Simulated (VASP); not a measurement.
# PbS (Galena) (Fm-3m) in VASP: further runs, part 2 of 2

VASP 6.6.1.

## Step 4: Single point, LDA

This run uses another cell than the first one, of 27.65 Å³/atom, 1.039 times its volume.

Contents of INCAR:

```
PREC     = Accurate       # precision mode
ENCUT    = 500            # plane-wave cutoff, eV
EDIFF    = 1E-6           # SCF threshold, eV
ISMEAR   = 0              # smearing method
SIGMA    = 0.01           # smearing width, eV
LREAL    = False          # projectors in reciprocal space
LASPH    = True           # aspherical terms in the spheres
NELM     = 120            # most SCF steps
ALGO     = Normal         # electronic algorithm
ISIF     = 2              # what is computed and relaxed
LWAVE    = False          # write WAVECAR
LCHARG   = False          # write CHGCAR
NBANDS   = 17             # bands
GGA_COMPAT= False
```

Contents of KPOINTS:

```
regular mesh
0
Gamma
  6 6 6
```

Contents of POSCAR:

```
PbS
1.0
    0.0000000000      3.0239167281      3.0239167281
    3.0239167281      0.0000000000      3.0239167281
    3.0239167281      3.0239167281      0.0000000000
Pb S
1 1
Direct
    0.0000000000      0.0000000000      0.0000000000
    0.5000000000      0.5000000000      0.5000000000
```

Potentials or basis: VASP PAW LDA potentials, release 64 (Pb_d, S).

On the command line:

```
$ cat potpaw_LDA.64/Pb_d/POTCAR potpaw_LDA.64/S/POTCAR > POTCAR
$ mpirun -np 1 vasp_std > vasp.out
```

OUTCAR:

```text
PREC = Accurate
   ENCUT = 500
   EDIFF = 1E-6
   ISMEAR = 0
   LREAL = False
   LASPH = True
   NELM = 120
   ISIF = 2

 ion  position               nearest neighbor table
   1  0.000  0.000  0.000-   2 3.02   2 3.02   2 3.02   2 3.02   2 3.02   2 3.02
   2  0.500  0.500  0.500-   1 3.02   1 3.02   1 3.02   1 3.02   1 3.02   1 3.02

  LATTYP: Found a face centered cubic cell.
 ALAT       =     6.0478334562

  Lattice vectors:

 A1 = (   0.0000000000,   3.0239167281,   3.0239167281)
 A2 = (   3.0239167281,   0.0000000000,   3.0239167281)
 A3 = (   3.0239167281,   3.0239167281,   0.0000000000)

Analysis of symmetry for initial positions (statically):
=====================================================================
 Subroutine PRICEL returns:
 Original cell was already a primitive cell.

 Routine SETGRP: Setting up the symmetry group for a
 face centered cubic supercell.

 Subroutine GETGRP returns: Found 48 space group operations
 (whereof 48 operations were pure point group operations)
 out of a pool of 48 trial point group operations.

The static configuration has the point symmetry O_h .

Analysis of symmetry for dynamics (positions and initial velocities):
=====================================================================
 Subroutine PRICEL returns:
 Original cell was already a primitive cell.

 Routine SETGRP: Setting up the symmetry group for a
 face centered cubic supercell.

 Subroutine GETGRP returns: Found 48 space group operations
 (whereof 48 operations were pure point group operations)
 out of a pool of 48 trial point group operations.

The dynamic configuration has the point symmetry O_h .

 Subroutine INISYM returns: Found 48 space group operations
 (whereof 48 operations are pure point group operations),
 and found     1 'primitive' translations

----------------------------------------------------------------------------------------

                                     Primitive cell

  volume of cell :      55.3018
[... 98 lines left out ...]
   IMIX   =      4    mixing-type and parameters
     AMIX     =   0.40;   BMIX     =  1.00
     AMIX_MAG =   1.60;   BMIX_MAG =  1.00
  volume/ion in A,a.u.               =      27.65       186.60
  Fermi-wavevector in a.u.,A,eV,Ry     =   1.166375  2.204130 18.509794  1.360431
  Thomas-Fermi vector in A             =   2.302889
   LORBIT       =      0    0 simple, 1 ext, 2 COOP (PROOUT), +10 PAW based schemes
   GGA     = CA    functional components
   LHFCALC =     F    Hartree Fock is set to
   AEXX    =    0.0000 exact exchange contribution
   IVDW    =     0    specifies the selected vdW correction
   LEPSILON=     F    determine dielectric tensor
   LRPA    =     F    only Hartree local field effects (RPA)
 non-spin polarized calculation
 Gauss-broadening in eV      SIGMA  =   0.01
  energy-cutoff  :      500.00
  volume of cell :       55.30
 maximum number of plane-waves:      1420
   NGX = 15   NGY = 15   NGZ = 15

 number of electron      20.0000006 magnetization

 Free energy of the ion-electron system (eV)
  ---------------------------------------------------
  ext. energy  EPLUGINS =         0.00000000
  ---------------------------------------------------
  free energy    TOTEN  =        -9.90708500 eV

  energy without entropy =       -9.90708500  energy(sigma->0) =       -9.90708500

 E-fermi :   4.8733     XC(G=0):  -9.7663

 val. band max:        4.7914725378   @ k =   0.5000   0.0000   0.0000
 cond. band min:       5.1915473369   @ k =   0.5000   0.0000   0.0000
 fundamental gap:      0.4000747990
 Fermi energy:         4.8732528048

 k-point     1 :       0.0000    0.0000    0.0000
  band No.  band energies     occupation
      1     -11.8391      2.00000
      2     -11.8391      2.00000
      3     -11.8391      2.00000
      4     -11.8285      2.00000
      5     -11.8285      2.00000
      6      -8.2188      2.00000
[... 297 lines left out ...]
      4     -11.8073      2.00000
      5     -11.7889      2.00000
      6      -6.6939      2.00000
[... 9 lines left out ...]
     16      16.4604      0.00000
     17      17.1547      0.00000

------------------------ aborting loop because EDIFF is reached ----------------------------------------

  FORCE on cell =-STRESS in cart. coord.  units (eV):
  Direction    XX          YY          ZZ          XY          YZ          ZX
  --------------------------------------------------------------------------------------
  -------------------------------------------------------------------------------------
  Total       -1.8354848     -1.8354848     -1.8354848      0.0000000      0.0000000      0.0000000
  in kB      -53.1767621    -53.1767621    -53.1767621      0.0000000      0.0000000      0.0000000
  external PRESSURE =     -53.1767621 kB  Pullay stress =       0.0000000 kB

 VOLUME and BASIS-vectors are now :
 -----------------------------------------------------------------------------
  energy-cutoff  :      500.00
  volume of cell :       55.30
      direct lattice vectors                 reciprocal lattice vectors
     0.000000000  3.023916728  3.023916728    -0.165348469  0.165348469  0.165348469
     3.023916728  0.000000000  3.023916728     0.165348469 -0.165348469  0.165348469
     3.023916728  3.023916728  0.000000000     0.165348469  0.165348469 -0.165348469

 POSITION                                       TOTAL-FORCE (eV/Angst)
 -----------------------------------------------------------------------------------
      0.00000      0.00000      0.00000        -0.000000      0.000000      0.000000
      3.02392      3.02392      3.02392         0.000000     -0.000000     -0.000000
 -----------------------------------------------------------------------------------
    total drift:                                0.000000     -0.000000     -0.000000

  FREE ENERGIE OF THE ION-ELECTRON SYSTEM (eV)
  ---------------------------------------------------
  free  energy   TOTEN  =        -9.9070849994 eV

  energy  without entropy=       -9.9070849994  energy(sigma->0) =       -9.90708500
```

Wall time 9.1 s (1 thread of Intel Xeon 6975P-C, shared host); peak memory 0.16 GiB.

What came out:

```yaml
Free_energy: -9.9071 eV
Pressure: -5.3 GPa
Band_gap_on_the_k_mesh: 0.40 eV, direct
```

Caveat: spin-orbit coupling is left out, which moves the levels of the heavy elements. A k mesh can miss the band edges.

## Step 5: Overview

```csv
cell,gap on the mesh (eV),pressure (GPa)
"a = 4.222 Å, angles 60.0°, 2 atoms",0.28,-3.6
"a = 4.249 Å, angles 60.0°, 2 atoms",0.34,-4.5
"a = 4.276 Å, angles 60.0°, 2 atoms",0.40,-5.3
```

Alike in all rows: task single point; level LDA; potentials or basis VASP PAW LDA potentials, release 64 (Pb_d, S); no spin polarisation; k mesh 6 × 6 × 6; cutoff (eV) 500; smearing gaussian 0.01 eV.

Caveats: spin-orbit coupling is left out, which moves the levels of the heavy elements.

Absolute energies hang on the potentials; compare differences alone.
